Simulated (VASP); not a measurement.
# InSe: single point with PBE

InSe:

```
In Se
1.0
     2.00000    1.15470    8.44000
    -2.00000    1.15470    8.44000
     0.00000   -2.30940    8.44000
In Se
2 2
Direct
  0.88860 0.88860 0.88860
  0.00000 0.00000 0.00000
  0.17190 0.17190 0.17190
  0.38350 0.38350 0.38350
```

| Item | Value |
| --- | --- |
| Program | VASP 6.6.1 |
| Task | single point |
| Functional | PBE |
| Potentials or basis | VASP PAW PBE potentials, release 64 (In_d, Se) |
| Cutoff | 520 eV |
| k mesh | 4 × 4 × 4 |
| Occupations | fermi-dirac, width 0.03 eV |
| Spin | no spin polarisation |
| Dipole correction | no |
| Further INCAR settings | ALGO = Normal; EDIFF = 1e-06; NBANDS = 27 |

```yaml
Pressure: 3.0 GPa
Largest_force: 0.369 eV/Å
Band_gap_on_the_k_mesh: 0.43 eV
```

Forces on the atoms (eV/Å):
```
In   0.000  0.000  0.369
In   0.000  0.000 -0.354
Se   0.000  0.000 -0.280
Se   0.000  0.000  0.266
```

Stress tensor (GPa, compression positive):
```
3.55 0.00 0.00
0.00 3.55 0.00
0.00 0.00 1.90
```

Levels at points of the mesh, in eV from the valence-band top:
| k point | band 16 | band 17 | band 18 | band 19 | band 20 | band 21 | band 22 | band 23 |
| --- | --- | --- | --- | --- | --- | --- | --- | --- |
| (0.00, 0.00, 0.00) | -1.30 | -1.30 | -1.21 | -1.21 | 1.68 | 2.09 | 4.38 | 4.38 |
| (0.50, 0.00, 0.00) | -2.38 | -2.34 | -2.24 | -1.67 | 1.20 | 1.96 | 3.63 | 3.97 |
| (0.50, 0.50, 0.00) | -2.66 | -2.50 | -2.05 | -1.51 | 1.18 | 1.97 | 3.29 | 3.60 |
| (0.50, 0.50, 0.50) | -1.37 | -1.14 | -1.14 | 0.00 | 0.43 | 2.15 | 4.30 | 4.30 |

Run time: 3.6 min on 1 thread of Intel(R) Xeon(R) Platinum 8259CL CPU @ 2.50GHz (Skylake/Cascade Lake), with other jobs on the host, peak memory 0.63 GiB.

Caveat: the k points lie up to 0.46 Å⁻¹ apart; spin-orbit coupling is left out, which moves the levels of the heavy elements. A k mesh can miss the band edges.
